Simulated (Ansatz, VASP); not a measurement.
# Rb2TiRhC6N6: VASP beside Ansatz

```
Rb Ti Rh C N
1.0
     0.00000    5.33566    5.33566
     5.33566    0.00000    5.33566
     5.33566    5.33566    0.00000
Rb Ti Rh C N
2 1 1 6 6
Cartesian
  2.6678 2.6678 2.6678
  8.0035 8.0035 8.0035
  0.0000 0.0000 0.0000
  5.3357 5.3357 5.3357
  2.1680 5.3357 5.3357
  5.3357 2.1680 5.3357
  5.3357 5.3357 2.1680
  8.5033 5.3357 5.3357
  5.3357 8.5033 5.3357
  5.3357 5.3357 8.5033
  3.3510 5.3357 5.3357
  5.3357 3.3510 5.3357
  5.3357 5.3357 3.3510
  7.3204 5.3357 5.3357
  5.3357 7.3204 5.3357
  5.3357 5.3357 7.3204
```

Alike in both runs: functional PBE; k mesh 4 × 4 × 4; occupations gaussian, width 0.1 eV; collinear spin.

Ansatz relaxed the structure, and its values are those at the end. VASP's run is a single point on that final structure, the one shown.

```csv
,VASP,Ansatz
version,VASP 6.6.1,Ansatz 0.2.0
potentials or method,"VASP PAW PBE potentials, release 64 (Rb_sv, Ti_sv, Rh_pv, C, N), cutoff 520 eV","scalar-relativistic, plane waves, PAW"
valence electrons in the cell,99,101
```

VASP gave:

```
gap on the k mesh at the Fermi level (eV)                     : 0.41
least direct gap on the mesh (eV)                             : 0.62
pressure (GPa)                                                : 0.3
rms of the force components (eV/Å)                            : 0.163
net moment per atom (μB)                                      : 0.19
size of the moment on the site where the two differ most (μB) : 1.27
```

Q: Estimate Ansatz's values.

A: gap on the k mesh at the Fermi level (eV): 0.41; least direct gap on the mesh (eV): 0.62; pressure (GPa): 0.1; rms of the force components (eV/Å): 0.000; net moment per atom (μB): 0.19; size of the moment on the site where the two differ most (μB): 0.99.

Site moments also hang on the region over which each program counts them. One of these differences is far larger than is usual between the two programs; its cause wasn't traced. VASP's potentials hold 99 valence electrons a cell and Ansatz's 101, so a difference there can come from the potentials and not from the codes.

Noted on VASP's run: the standard files for N, O and F lose accuracy on very short bonds.
